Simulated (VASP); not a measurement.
Set up this calculation in VASP 6.6.1, as the native input.

| Property | Result |
| --- | --- |
| Task | single point |
| Functional | r2SCAN |
| Potentials or basis | VASP PAW PBE potentials, release 64 (Ge_d) |
| Cutoff | 520 eV |
| k mesh | 10 × 10 × 3 |
| Occupations | gaussian, width 0.03 eV |
| Spin | no spin polarisation |
| Dipole correction | no |
| Further INCAR settings | ALGO = Normal; EDIFF = 1e-07; NBANDS = 66 |

Ge:

```
Ge
1.0
    -4.00346    0.00000    0.00000
    -2.00173   -3.46709    0.00000
     0.00000    0.00000   13.00265
Ge
8
Direct
  0.00000 0.00000 0.15865
  0.00000 0.00000 0.34712
  0.00000 0.00000 0.66441
  0.00000 0.00000 0.85289
  0.33333 0.33333 0.09520
  0.66667 0.66667 0.41057
  0.66667 0.66667 0.60097
  0.33333 0.33333 0.91633
```

This cell differs from its parent crystal: the distance across one plane changed.

One way to write it, as run:

POSCAR

```
Ge
1.0
   -4.0034553964      0.0000000000      0.0000000000
   -2.0017276982     -3.4670940762      0.0000000000
    0.0000000000      0.0000000000     13.0026505051
Ge
8
Direct
    0.0000000000      1.0000000000      0.1586457990
    0.0000000000      0.0000000000      0.3471222557
    0.0000000000      0.0000000000      0.6644138538
    0.0000000000      1.0000000000      0.8528903105
    0.3333333333      0.3333333333      0.0952020562
    0.6666666667      0.6666666667      0.4105659986
    0.6666666667      0.6666666667      0.6009701109
    0.3333333333      0.3333333333      0.9163340533
```

INCAR.step1

```
SYSTEM = Ge
  ALGO = Normal
  EDIFF = 1E-4
  ENCUT = 520
  GGA = PE
  ISMEAR = 0
  LASPH = .TRUE.
  LCHARG = .FALSE.
  LREAL = .FALSE.
  LWAVE = .TRUE.
  NBANDS = 66
  NELM = 80
  PREC = Accurate
  SIGMA = 0.03
```

INCAR.step2

```
SYSTEM = Ge
  ALGO = Normal
  EDIFF = 1E-7
  ENCUT = 520
  ISIF = 2
  ISMEAR = 0
  ISTART = 1
  LASPH = .TRUE.
  LCHARG = .TRUE.
  LELF = .TRUE.
  LMIXTAU = .TRUE.
  LREAL = .FALSE.
  LVHAR = .TRUE.
  LWAVE = .FALSE.
  METAGGA = R2SCAN
  NBANDS = 66
  NELM = 80
  PREC = Accurate
  SIGMA = 0.03
```

KPOINTS

```
k-points
0
G
  10 10 3
  0 0 0
```

Potentials or basis: VASP PAW PBE potentials, release 64 (Ge_d).

Launch:

```console
$ cat potpaw_PBE.64/Ge_d/POTCAR > POTCAR
$ cp INCAR.step1 INCAR
$ mpirun -np 1 vasp_std > vasp.out
$ cp INCAR.step2 INCAR
$ mpirun -np 1 vasp_std > vasp.out
```

Results of the run:

* Pressure: 1.1 GPa
* Largest force: 1.324 eV/Å
* Band gap on the k mesh: 0.19 eV

Caveat: the cell differs from its parent crystal (the distance across one plane changed); semilocal functionals underestimate gaps, and a narrow one can read as zero; the PAW data sets were made with another functional, which shifts forces and pressure a little.

Run time: 20 min on 1 thread of Intel(R) Xeon(R) Platinum 8488C (Sapphire Rapids), on a shared host, peak memory 0.44 GiB.
